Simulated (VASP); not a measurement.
Input of a VASP 6.6.1 run:

Contents of INCAR:

```
SYSTEM = TiAl
PREC = Accurate ; ENCUT = 520
EDIFF = 1E-7 ; ISMEAR = 0
SIGMA = 0.15 ; LREAL = .FALSE.
LASPH = .TRUE. ; NELM = 150
ALGO = Normal ; ISIF = 2
LWAVE = .FALSE. ; LCHARG = .FALSE.
ISPIN = 2 ; MAGMOM = 1 0
LORBIT = 11 ; NUPDOWN = 1.0
LMAXMIX = 4 ; GGA = CA
NBANDS = 18
```

KPOINTS

```
Automatic mesh
0
G
  21 21 12
  0 0 0
```

Contents of POSCAR:

```
TiAl
1.0
    2.9202514666      0.0000000000      0.0000000000
   -1.4601257333      2.5290119555      0.0000000000
    0.0000000000      0.0000000000      4.7667335796
Ti Al
1 1
Direct
    0.0000000000      0.0000000000      0.0000000000
    0.3333333333      0.6666666667      0.5000000000
```

Potentials or basis: VASP PAW LDA potentials, release 64 (Ti_sv, Al).

Run with:

```bash
$ cat potpaw_LDA.64/Ti_sv/POTCAR potpaw_LDA.64/Al/POTCAR > POTCAR
$ mpirun -np 1 vasp_std > vasp.out
```

**Question.** Predict the pressure.

**Answer.** -9.9 GPa.

Stress tensor (GPa, compression positive):
```
 -8.25   0.00   0.00
  0.00  -8.25   0.00
  0.00   0.00 -13.07
```

Caveat: the total moment is fixed, so each spin has its own Fermi level.
